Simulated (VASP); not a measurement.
Crystal: Mg4Cd.

```
CELL_PARAMETERS angstrom
4.68905 0.00000 0.00000
-0.17893 5.00315 0.00000
-0.19220 -0.37742 10.48373
ATOMIC_POSITIONS crystal
Mg 0.00786 0.70798 0.14839
Mg 0.48719 0.69832 0.64917
Mg 0.99950 0.25318 0.34602
Mg 0.49477 0.21677 0.84028
Mg 0.52151 0.70022 0.34970
Mg 0.99918 0.68321 0.84908
Mg 0.50112 0.19419 0.15781
Mg 0.99369 0.16301 0.65841
Cd 0.99717 0.18829 0.99990
Cd 0.49802 0.19484 0.50125
```

```yaml
Program: VASP 6.6.1
Task: relaxation of cell and atoms
Functional: PBE
Potentials_or_basis: VASP PAW PBE potentials, release 64 (Mg, Cd)
Cutoff: 600 eV
k_mesh: 4 × 4 × 2
Occupations: gaussian, width 0.1 eV
Spin: no spin polarisation
```

At the start: pressure -0.0 GPa; volume 24.59 Å³/atom.

Task: How do energy, volume and symmetry change on relaxing?

Result: Over 14 steps the energy falls by 28.1 meV/atom and the volume is 24.40 Å³/atom (-0.8 %); space group P1 (No. 1, to 0.1 Å) before, Cmmm (No. 65, to 0.1 Å).

Step by step:
```tsv
step	energy change (eV)	largest force (eV/Å)	pressure (GPa)	volume (Å³)
1	0.0000	0.1404	-0.02	245.95
2	-0.0966	0.1778	-0.13	245.78
3	-0.1459	0.2036	-0.14	245.52
4	-0.1736	0.2517	-0.01	244.67
5	-0.1971	0.2237	-0.03	244.55
6	-0.2248	0.1767	-0.01	244.22
7	-0.1968	0.1936	0.22	243.27
8	-0.2292	0.1643	0.01	244.01
9	-0.2456	0.1243	-0.01	244.05
10	-0.2590	0.0945	0.00	244.07
11	-0.2692	0.0991	-0.01	244.10
12	-0.2708	0.1123	0.00	244.11
13	-0.2764	0.0873	-0.01	244.09
14	-0.2806	0.0395	-0.01	244.03
```

Final structure:
```
Mg Cd
1.0
     4.72550    0.08907    0.02982
    -0.08686    4.54848    0.07575
    -0.12667   -0.17099   11.34596
Mg Cd
8 2
Direct
  0.00315 0.70190 0.15439
  0.49550 0.69720 0.65425
  0.00322 0.20263 0.34872
  0.49918 0.19263 0.84899
  0.50313 0.70397 0.34601
  0.99632 0.69905 0.84589
  0.50126 0.20481 0.15121
  0.99744 0.19460 0.65064
  0.00036 0.20178 0.00011
  0.50044 0.20143 0.49981
```
